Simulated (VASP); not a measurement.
# Si (Fd-3m) in VASP: single point with PBE

Aim: the single point of Si with PBE.

All numbers are computed with VASP 6.6.1; they aren't measurements. Logs are shortened: lines on timing, memory, paths and dates and some standing lists are left out, and cuts for length are marked.

### Step 1. The cell of the first run

Symmetry: Fd-3m, No. 227, cubic system. Conventional cell: a = 5.470 Å, b = 5.470 Å, c = 5.470 Å, α = 90.00°, β = 90.00°, γ = 90.00°. Within 3.1 Å of Si (site symmetry -43m) lie 4 Si at 2.37 Å.

### Step 2. Single point, PBE

Input file INCAR:

```
ALGO = Normal ; EDIFF = 1E-6
ENCUT = 500 ; GGA = PE
GGA_COMPAT = False ; ISIF = 2
ISMEAR = 0 ; LASPH = True
LCHARG = False ; LREAL = False
LWAVE = False ; NBANDS = 11
NELM = 120 ; PREC = Accurate
SIGMA = 0.02
```

Input file KPOINTS:

```
k-points
0
Gamma
  8 8 8
```

Input file POSCAR:

```
Si
1.0
    0.0000000000      2.7348308335      2.7348308335
    2.7348308335      0.0000000000      2.7348308335
    2.7348308335      2.7348308335      0.0000000000
Si
2
Direct
    0.0000000000      0.0000000000      0.0000000000
    0.2500000000      0.2500000000      0.2500000000
```

Potentials or basis: VASP PAW PBE potentials, release 64 (Si).

On the command line:

```bash
$ cat potpaw_PBE.64/Si/POTCAR > POTCAR
$ mpirun -np 1 vasp_std > vasp.out
```

OUTCAR:

```text
EDIFF = 1E-6
   ENCUT = 500
   GGA = PE
   ISIF = 2
   ISMEAR = 0
   LASPH = True
   LREAL = False
   NELM = 120
   PREC = Accurate

 ion  position               nearest neighbor table
   1  0.000  0.000  0.000-   2 2.37   2 2.37   2 2.37   2 2.37
   2  0.250  0.250  0.250-   1 2.37   1 2.37   1 2.37   1 2.37

  LATTYP: Found a face centered cubic cell.
 ALAT       =     5.4696616670

  Lattice vectors:

 A1 = (   0.0000000000,   2.7348308335,   2.7348308335)
 A2 = (   2.7348308335,   0.0000000000,   2.7348308335)
 A3 = (   2.7348308335,   2.7348308335,   0.0000000000)

Analysis of symmetry for initial positions (statically):
=====================================================================
 Subroutine PRICEL returns:
 Original cell was already a primitive cell.

 Routine SETGRP: Setting up the symmetry group for a
 face centered cubic supercell.

 Subroutine GETGRP returns: Found 48 space group operations
 (whereof 24 operations were pure point group operations)
 out of a pool of 48 trial point group operations.

The static configuration has the point symmetry T_d .
 The point group associated with its full space group is O_h .

Analysis of symmetry for dynamics (positions and initial velocities):
=====================================================================
 Subroutine PRICEL returns:
 Original cell was already a primitive cell.

 Routine SETGRP: Setting up the symmetry group for a
 face centered cubic supercell.

 Subroutine GETGRP returns: Found 48 space group operations
 (whereof 24 operations were pure point group operations)
 out of a pool of 48 trial point group operations.

The dynamic configuration has the point symmetry T_d .
 The point group associated with its full space group is O_h .

 Subroutine INISYM returns: Found 48 space group operations
 (whereof 24 operations are pure point group operations),
 and found     1 'primitive' translations

----------------------------------------------------------------------------------------

                                     Primitive cell

  volume of cell :      40.9092

  direct lattice vectors                    reciprocal lattice vectors
     0.000000000  2.734830833  2.734830833    -0.182826665  0.182826665  0.182826665
     2.734830833  0.000000000  2.734830833     0.182826665 -0.182826665  0.182826665
     2.734830833  2.734830833  0.000000000     0.182826665  0.182826665 -0.182826665

  length of vectors
     3.867634856  3.867634856  3.867634856     0.316665072  0.316665072  0.316665072

  position of ions in fractional coordinates (direct lattice)
     0.000000000  0.000000000  0.000000000
     0.250000000  0.250000000  0.250000000

  ion indices of the primitive-cell ions
   primitive index   ion index
                 1           1
                 2           2

----------------------------------------------------------------------------------------

 KPOINTS: k-points

Automatic generation of k-mesh.
 Grid dimensions read from file:
 generate k-points for:    8    8    8

 Generating k-lattice:

  Cartesian coordinates                     Fractional coordinates (reciprocal lattice)
    -0.022853333  0.022853333  0.022853333     0.125000000  0.000000000  0.000000000
     0.022853333 -0.022853333  0.022853333     0.000000000  0.125000000  0.000000000
     0.022853333  0.022853333 -0.022853333     0.000000000  0.000000000  0.125000000

  Length of vectors
     0.039583134  0.039583134  0.039583134

  Shift w.r.t. Gamma in fractional coordinates (k-lattice)
     0.000000000  0.000000000  0.000000000

 Subroutine IBZKPT returns following result:
 ===========================================

 Found     29 irreducible k-points:

 Following reciprocal coordinates:
            Coordinates               Weight
  0.000000  0.000000  0.000000      1.000000
  0.125000  0.000000  0.000000      8.000000
  0.250000  0.000000  0.000000      8.000000
  0.375000  0.000000  0.000000      8.000000
  0.500000  0.000000  0.000000      4.000000
  0.125000  0.125000  0.000000      6.000000
[... 16 lines left out ...]
  0.500000  0.250000  0.125000     48.000000
 -0.375000  0.250000  0.125000     24.000000
 [... further k-points ...]
   k-points           NKPTS =     29   k-points in BZ     NKDIM =     29   number of bands    NBANDS=     11
   number of dos      NEDOS =    301   number of ions     NIONS =      2
   total plane-waves  NPLWV =  21952
   dimension x,y,z NGX =    28 NGY =   28 NGZ =   28
   dimension x,y,z NGXF=    56 NGYF=   56 NGZF=   56
   ions per type =               2
   NGX,Y,Z   is equivalent  to a cutoff of  12.04, 12.04, 12.04 a.u.
   NGXF,Y,Z  is equivalent  to a cutoff of  24.07, 24.07, 24.07 a.u.
 SYSTEM =  unknown system
   PREC   = accura    normal or accurate (medium, high low for compatibility)
   ISTART =      0    job   : 0-new  1-cont  2-samecut
   ICHARG =      2    charge: 1-file 2-atom 10-const
   ISPIN  =      1    spin polarized calculation?
   LNONCOLLINEAR =      F non collinear calculations
   LSORBIT =      F    spin-orbit coupling
   LASPH  =      T    aspherical Exc in radial PAW
   ENCUT  =  500.0 eV  36.75 Ry    6.06 a.u.   7.05  7.05  7.05*2*pi/ulx,y,z
   NELM   =    120;   NELMIN=  2; NELMDL= -5     # of ELM steps
   EDIFF  = 0.1E-05   stopping-criterion for ELM
   LREAL  =      F    real-space projection
   EDIFFG = 0.1E-04   stopping-criterion for IOM
   NSW    =      0    number of steps for IOM
   IBRION =     -1    ionic relax: 0-MD 1-quasi-New 2-CG
   NFREE  =      0    steps in history (QN), initial steepest desc. (CG)
   ISIF   =      2    stress and relaxation
   ISYM   =      2    0-nonsym 1-usesym 2-fastsym
   POTIM  = 0.5000    time-step for ionic-motion
   TEBEG  =    0.0;   TEEND  =   0.0 temperature during run
   PSTRESS=    0.0 pullay stress
   NELECT =       8.0000    total number of electrons
   NUPDOWN=      -1.0000    fix difference up-down
   EMIN   =  10.00;   EMAX   =-10.00  energy-range for DOS
   EFERMI =   0.00;   METHOD = LEGACY
   ISMEAR =     0;   SIGMA  =   0.02  broadening in eV -4-tet -1-fermi 0-gaus
   EFERMI_NEDOS =   21; number of points for ismear=-14 and -15
   IALGO  =     38    algorithm
   IMIX   =      4    mixing-type and parameters
     AMIX     =   0.40;   BMIX     =  1.00
     AMIX_MAG =   1.60;   BMIX_MAG =  1.00
  volume/ion in A,a.u.               =      20.45       138.03
  Fermi-wavevector in a.u.,A,eV,Ry     =   0.950235  1.795684 12.285334  0.902947
  Thomas-Fermi vector in A             =   2.078593
   LORBIT       =      0    0 simple, 1 ext, 2 COOP (PROOUT), +10 PAW based schemes
   GGA     = PE    functional components
   LHFCALC =     F    Hartree Fock is set to
   AEXX    =    0.0000 exact exchange contribution
   IVDW    =     0    specifies the selected vdW correction
   LEPSILON=     F    determine dielectric tensor
   LRPA    =     F    only Hartree local field effects (RPA)
 non-spin polarized calculation
 Gauss-broadening in eV      SIGMA  =   0.02
  energy-cutoff  :      500.00
  volume of cell :       40.91
 maximum number of plane-waves:      1056
   NGX = 15   NGY = 15   NGZ = 15

 number of electron       8.0000000 magnetization

 Free energy of the ion-electron system (eV)
  ---------------------------------------------------
  ext. energy  EPLUGINS =         0.00000000
  ---------------------------------------------------
  free energy    TOTEN  =       -10.84606678 eV

  energy without entropy =      -10.84606678  energy(sigma->0) =      -10.84606678

 E-fermi :   5.7234     XC(G=0):  -9.3246

 val. band max:        5.6122497437   @ k =   0.0000   0.0000   0.0000
 cond. band min:       6.2630464647   @ k =   0.3750   0.3750   0.0000
 fundamental gap:      0.6507967210
 Fermi energy:         5.7233809434

 k-point     1 :       0.0000    0.0000    0.0000
  band No.  band energies     occupation
      1      -6.1992      2.00000
      2       5.6122      2.00000
      3       5.6122      2.00000
      4       5.6122      2.00000
      5       8.1685      0.00000
      6       8.1685      0.00000
      7       8.1685      0.00000
      8       8.7403      0.00000
      9      13.3206      0.00000
     10      13.3206      0.00000
     11      13.4873      0.00000

 k-point     2 :       0.1250    0.0000    0.0000
  band No.  band energies     occupation
      1      -5.9988      2.00000
      2       4.0216      2.00000
      3       5.3300      2.00000
      4       5.3300      2.00000
      5       8.0536      0.00000
      6       8.5838      0.00000
      7       8.5838      0.00000
      8      10.1407      0.00000
      9      12.8479      0.00000
     10      12.8479      0.00000
     11      14.2628      0.00000

 k-point     3 :       0.2500    0.0000    0.0000
  band No.  band energies     occupation
      1      -5.4147      2.00000
      2       1.7268      2.00000
      3       4.8675      2.00000
      4       4.8675      2.00000
      5       7.5697      0.00000
      6       9.1016      0.00000
      7       9.1016      0.00000
      8      12.3592      0.00000
      9      12.7988      0.00000
     10      12.7988      0.00000
     11      14.5400      0.00000

 k-point     4 :       0.3750    0.0000    0.0000
  band No.  band energies     occupation
      1      -4.5406      2.00000
      2      -0.2567      2.00000
      3       4.5448      2.00000
      4       4.5448      2.00000
      5       7.2051      0.00000
      6       9.0649      0.00000
      7       9.0649      0.00000
      8      13.4482      0.00000
      9      14.1501      0.00000
     10      14.1501      0.00000
     11      15.1201      0.00000
[... 239 lines left out ...]
 k-point    22 :       0.3750    0.2500    0.1250
  band No.  band energies     occupation
      1      -4.8949      2.00000
      2       1.3445      2.00000
      3       2.9614      2.00000
      4       4.2127      2.00000
      5       8.0551      0.00000
      6       9.4375      0.00000
      7       9.8152      0.00000
      8      11.0517      0.00000
      9      13.3234      0.00000
     10      15.7144      0.00000
     11      16.5739      0.00000

 k-point    23 :       0.5000    0.2500    0.1250
  band No.  band energies     occupation
      1      -4.0258      2.00000
      2      -0.1744      2.00000
      3       2.3575      2.00000
      4       3.7255      2.00000
      5       8.4761      0.00000
      6       9.1413      0.00000
      7      10.5889      0.00000
      8      11.4892      0.00000
      9      14.5410      0.00000
     10      15.2367      0.00000
     11      17.5124      0.00000

 k-point    24 :      -0.3750    0.2500    0.1250
  band No.  band energies     occupation
      1      -3.3920      2.00000
      2      -1.0934      2.00000
      3       2.2261      2.00000
      4       3.5027      2.00000
      5       8.6349      0.00000
      6       8.7586      0.00000
      7      11.4576      0.00000
      8      12.6772      0.00000
      9      12.9174      0.00000
     10      16.1184      0.00000
     11      17.1623      0.00000

 [... further k-points ...]
[... 5 lines left out ...]
  --------------------------------------------------------------------------------------
  -------------------------------------------------------------------------------------
  Total       -0.0112255     -0.0112255     -0.0112255     -0.0000000     -0.0000000      0.0000000
  in kB       -0.4396385     -0.4396385     -0.4396385     -0.0000000     -0.0000000      0.0000000
  external PRESSURE =      -0.4396385 kB  Pullay stress =       0.0000000 kB

 VOLUME and BASIS-vectors are now :
 -----------------------------------------------------------------------------
  energy-cutoff  :      500.00
  volume of cell :       40.91
      direct lattice vectors                 reciprocal lattice vectors
     0.000000000  2.734830833  2.734830833    -0.182826665  0.182826665  0.182826665
     2.734830833  0.000000000  2.734830833     0.182826665 -0.182826665  0.182826665
     2.734830833  2.734830833  0.000000000     0.182826665  0.182826665 -0.182826665

 POSITION                                       TOTAL-FORCE (eV/Angst)
 -----------------------------------------------------------------------------------
      0.00000      0.00000      0.00000        -0.000000     -0.000000     -0.000000
      1.36742      1.36742      1.36742         0.000000      0.000000      0.000000
 -----------------------------------------------------------------------------------
    total drift:                                0.000000      0.000000     -0.000000

  FREE ENERGIE OF THE ION-ELECTRON SYSTEM (eV)
  ---------------------------------------------------
  free  energy   TOTEN  =       -10.8460667763 eV

  energy  without entropy=      -10.8460667763  energy(sigma->0) =      -10.84606678
```

Run time: 8.7 s. Hardware: 1 thread of Intel Xeon Platinum 8488C (Sapphire Rapids), shared host; peak memory 0.15 GiB.

What came out:

```yaml
Free_energy: -10.8461 eV
Pressure: 0.0 GPa
Band_gap_on_the_k_mesh: 0.65 eV, indirect (least direct gap 2.56 eV)
```

A k mesh can miss the band edges. A hybrid or GW would open this gap; PBE tends to underestimate it.
